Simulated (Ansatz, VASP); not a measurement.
Bi: VASP beside Ansatz

```
CELL_PARAMETERS angstrom
2.99035 0.00000 0.00000
-1.49518 2.58972 0.00000
0.00000 0.00000 2.83558
ATOMIC_POSITIONS crystal
Bi 0.00000 0.00000 0.00000
```

Change from the starting cell: volume scaled by 0.65, LAPW.

Alike in both runs: task single point; functional PBE; k mesh 14 × 14 × 13; occupations fermi-dirac, width 0.1 eV; no spin polarisation.

```csv
,VASP,Ansatz
version,VASP 6.6.1,Ansatz 0.2.0
potentials or method,"VASP PAW PBE potentials, release 64 (Bi_d), cutoff 520 eV","all-electron LAPW, scalar-relativistic"
```

```csv
,VASP,Ansatz,Ansatz less VASP
pressure (GPa),56.8,57.0,+0.13
"traceless stress, the component that is largest in VASP (GPa)",-0.10,-0.10,+0.003
```

Both programs put the cell under a high pressure, so it lies far from rest at this level. Ansatz ran all-electron here, and VASP with PAW potentials.

Neither program's run includes spin-orbit coupling.
